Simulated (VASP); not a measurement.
Set up this calculation in VASP 6.6.1, as the native input.

```yaml
Task: single point
Functional: LDA
Potentials_or_basis: VASP PAW LDA potentials, release 64 (Ba_sv, Ti_sv, O)
Cutoff: 600 eV
k_mesh: 8 × 8 × 8
Occupations: gaussian, width 0.02 eV
Spin: no spin polarisation
Dipole_correction: no
Further_INCAR_settings: ALGO = Normal; EDIFF = 1e-06; NBANDS = 28
```

The structure of BaTiO3 lies in POSCAR:

```
BaTiO3
1.0
    3.9433016547      0.0000000000      0.0000000000
    0.0000000000      3.9433016547      0.0000000000
    0.0000000000      0.0000000000      3.9283626171
Ba Ti O
1 1 3
Direct
    0.0000000000      0.0000000000      0.0000000000
    0.5000000000      0.5000000000      0.5000000000
    0.5000000000      0.5000000000      0.0000000000
    0.5000000000      0.0000000000      0.5000000000
    0.0000000000      0.5000000000      0.5000000000
```

These files were run (other wordings do the same):

INCAR

```
PREC = Accurate ; ENCUT = 600
EDIFF = 1E-6 ; ISMEAR = 0
SIGMA = 0.02 ; LREAL = F
LASPH = T ; NELM = 120
ALGO = Normal ; ISIF = 2
LWAVE = F ; LCHARG = F
NBANDS = 28 ; GGA_COMPAT = F
```

KPOINTS

```
regular mesh
0
Gamma
  8 8 8
```

Potentials or basis: VASP PAW LDA potentials, release 64 (Ba_sv, Ti_sv, O).

Command:

```console
$ cat potpaw_LDA.64/Ba_sv/POTCAR potpaw_LDA.64/Ti_sv/POTCAR potpaw_LDA.64/O/POTCAR > POTCAR
$ mpirun -np 1 vasp_std > vasp.out
```

Results of the run:

- Pressure: 1.8 GPa
- Band gap on the k mesh: 1.74 eV (least direct gap 1.83 eV)

Caveat: spin-orbit coupling is left out, which moves the levels of the heavy elements.

Wall time 2.5 min on 1 thread of Intel Xeon 8259CL (shared host), peak memory 0.27 GiB.
